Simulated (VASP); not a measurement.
# La4HfO (F-43m) in VASP: further runs, part 2 of 2

VASP 6.6.1. Earlier steps stand in the parts before.

## (5) Relaxation of cell and atoms, PBE

Input file INCAR:

```
PREC = Accurate ; ENCUT = 600
EDIFF = 1E-7 ; ISMEAR = 0
SIGMA = 0.1 ; LREAL = False
LASPH = True ; NELM = 100
ALGO = Normal ; ISIF = 3
LWAVE = False ; LCHARG = False
GGA = PE ; IBRION = 2
NSW = 90 ; EDIFFG = -0.04
```

Input file KPOINTS:

```
regular mesh
0
Gamma
  4 4 4
```

Input file POSCAR:

```
La4HfO
1.0
    0.0000000000      4.2932142900      4.2932142900
    4.2932142900      0.0000000000      4.2932142900
    4.2932142900      4.2932142900      0.0000000000
La Hf O
4 1 1
Direct
    0.8699390300      0.3766869900      0.3766869900
    0.3766869900      0.3766869900      0.3766869900
    0.3766869900      0.8699390300      0.3766869900
    0.3766869900      0.3766869900      0.8699390300
    0.7500000000      0.7500000000      0.7500000000
    0.0000000000      0.0000000000      0.0000000000
```

Command:

```
> cat potpaw_PBE.64/La/POTCAR potpaw_PBE.64/Hf_pv/POTCAR potpaw_PBE.64/O/POTCAR > POTCAR
> mpirun -np 1 vasp_std > vasp.out
```

Wall time 6.2 min (1 thread of AMD EPYC 7R13 (Zen 3), shared host); peak memory 0.36 GiB.

Results (log left out):

| Property | Result |
| --- | --- |
| Free energy | -30.0230 eV |
| Relaxed volume | 30.04 Å³/atom |
| Relaxed cell | a = 6.340 Å, b = 6.340 Å, c = 6.340 Å, α = 60.00°, β = 60.00°, γ = 60.00° |
| Space group after relaxing (to 0.1 Å) | F-43m (No. 216) |
| Energy gained by relaxing | 54.3 meV/atom |
| Ionic steps | 3 |
| Pressure after relaxing | 0.0 GPa |
| Largest force after relaxing | 0.035 eV/Å |
| Band gap on the k mesh | zero (bands 30 and 31 overlap by 0.17 eV) |

Forces in eV/Å, atoms in the order of the input:
```
La  -0.020  0.020  0.020
La  -0.020 -0.020 -0.020
La   0.020 -0.020  0.020
La   0.020  0.020 -0.020
Hf   0.000  0.000  0.000
O    0.000  0.000  0.000
```

Step by step:
| step | energy change (eV) | largest force (eV/Å) | pressure (GPa) | volume (Å³) |
| --- | --- | --- | --- | --- |
| 1 | 0.0000 | 0.2628 | 5.30 | 158.26 |
| 2 | -0.3252 | 0.0462 | 0.16 | 179.10 |
| 3 | -0.3258 | 0.0353 | -0.03 | 180.21 |

Final structure:
```
La Hf O
1.0
     0.00000    4.48317    4.48317
     4.48317    0.00000    4.48317
     4.48317    4.48317    0.00000
La Hf O
4 1 1
Direct
  0.87262 0.37579 0.37579
  0.37579 0.37579 0.37579
  0.37579 0.87262 0.37579
  0.37579 0.37579 0.87262
  0.75000 0.75000 0.75000
  0.00000 0.00000 0.00000
```

Levels at points of the mesh, in eV from the Fermi level:
| k point | band 28 | band 29 | band 30 | band 31 | band 32 | band 33 |
| --- | --- | --- | --- | --- | --- | --- |
| (0.00, 0.00, 0.00) | -1.30 | -0.26 | -0.26 | 0.13 | 0.13 | 0.13 |
| (0.50, 0.00, 0.00) | -0.62 | -0.30 | -0.30 | -0.14 | 0.35 | 0.35 |
| (0.50, 0.50, 0.00) | -0.46 | -0.46 | -0.34 | 0.30 | 0.49 | 0.51 |

Caveat: spin-orbit coupling is left out, which moves the levels of the heavy elements.

## (6) Relaxation of cell and atoms, PBE

This run uses another cell than the first one, of 29.97 Å³/atom.

Input file INCAR:

```
SYSTEM = La4HfO
ALGO = Normal ; EDIFF = 1E-6
EDIFFG = -0.01 ; ENCUT = 600
GGA = PE ; IBRION = 2
ISIF = 3 ; ISMEAR = 0
LASPH = .TRUE. ; LCHARG = .FALSE.
LREAL = .FALSE. ; LWAVE = .FALSE.
NELM = 60 ; NSW = 100
PREC = Accurate ; SIGMA = 0.1
```

Input file KPOINTS:

```
k-points
0
G
  8 8 8
  0 0 0
```

Input file POSCAR:

```
La4HfO
1.0
    0.0000000000      4.4800895463      4.4800895463
    4.4800895463      0.0000000000      4.4800895463
    4.4800895463      4.4800895463      0.0000000000
La Hf O
4 1 1
Direct
    0.6245379103      0.6245379103      0.1263862692
    0.6245379103      0.1263862692      0.6245379103
    0.1263862692      0.6245379103      0.6245379103
    0.6245379103      0.6245379103      0.6245379103
    0.2500000000      0.2500000000      0.2500000000
    0.0000000000      0.0000000000      0.0000000000
```

Potentials or basis: VASP PAW PBE potentials, release 64 (La, Hf_pv, O).

Command:

```
> cat potpaw_PBE.64/La/POTCAR potpaw_PBE.64/Hf_pv/POTCAR potpaw_PBE.64/O/POTCAR > POTCAR
> mpirun -np 1 vasp_std > vasp.out
```

Wall time 34 min (1 thread of AMD EPYC 7R13 (Zen 3), shared host); peak memory 0.54 GiB.

It converged, with:

```
Free energy                           : -30.1386 eV
Relaxed volume                        : 29.64 Å³/atom
Relaxed cell                          : a = 6.312 Å, b = 6.312 Å, c = 6.312 Å, α = 60.00°, β = 60.00°, γ = 60.00°
Space group after relaxing (to 0.1 Å) : F-43m (No. 216)
Energy gained by relaxing             : 1.4 meV/atom
Ionic steps                           : 5
Pressure after relaxing               : 0.0 GPa
Band gap on the k mesh                : zero (bands 30 and 31 overlap by 0.17 eV)
```

The path:
| step | energy change (eV) | largest force (eV/Å) | pressure (GPa) | volume (Å³) |
| --- | --- | --- | --- | --- |
| 1 | 0.0000 | 0.1698 | -0.41 | 179.84 |
| 2 | -0.0071 | 0.0860 | -0.04 | 177.83 |
| 3 | -0.0078 | 0.0513 | 0.13 | 177.01 |
| 4 | -0.0085 | 0.0216 | 0.06 | 177.48 |
| 5 | -0.0087 | 0.0015 | 0.00 | 177.84 |

Final structure:
```
CELL_PARAMETERS angstrom
0.00000 4.46341 4.46341
4.46341 0.00000 4.46341
4.46341 4.46341 0.00000
ATOMIC_POSITIONS crystal
La 0.62340 0.62340 0.12980
La 0.62340 0.12980 0.62340
La 0.12980 0.62340 0.62340
La 0.62340 0.62340 0.62340
Hf 0.25000 0.25000 0.25000
O 0.00000 0.00000 0.00000
```

Levels at points of the mesh, in eV from the Fermi level:
```tsv
k point	band 27	band 28	band 29	band 30	band 31	band 32	band 33	band 34
(0.00, 0.00, 0.00)	-1.27	-1.27	-0.25	-0.25	0.14	0.14	0.14	1.12
(0.50, 0.00, 0.00)	-0.61	-0.61	-0.29	-0.29	-0.10	0.38	0.38	1.15
(0.50, 0.50, 0.00)	-0.73	-0.44	-0.44	-0.32	0.32	0.53	0.55	0.55
```

Caveat: spin-orbit coupling is left out, which moves the levels of the heavy elements.

## (7) Summary

```csv
task,cell,k mesh,cutoff (eV),gap on the mesh (eV),pressure (GPa),relaxed volume (Å³/atom),largest force (eV/Å)
single point,"a = 6.072 Å, angles 60.0°, 6 atoms, atomic positions A",4 × 4 × 4,520,none,5.3,-,0.26
single point,"a = 6.336 Å, angles 60.0°, 6 atoms, atomic positions B",4 × 4 × 4,520,none,0.0,-,0.01
single point,"a = 6.316 Å, angles 60.0°, 6 atoms, atomic positions C",8 × 8 × 8,520,none,-0.1,-,0.02
relaxation of cell and atoms,"relaxed from a = 6.072 Å, angles 60.0°, 6 atoms, atomic positions A",4 × 4 × 4,600,none,0.0,30.04,0.04
relaxation of cell and atoms,"relaxed from a = 6.336 Å, angles 60.0°, 6 atoms, atomic positions B",8 × 8 × 8,600,none,0.0,29.64,-
```

Alike in all rows: level PBE; potentials or basis VASP PAW PBE potentials, release 64 (La, Hf_pv, O); no spin polarisation; smearing gaussian 0.1 eV.

Caveats: spin-orbit coupling is left out, which moves the levels of the heavy elements; the cell stands under pressure (at least some runs).

Absolute energies hang on the potentials; compare differences alone.
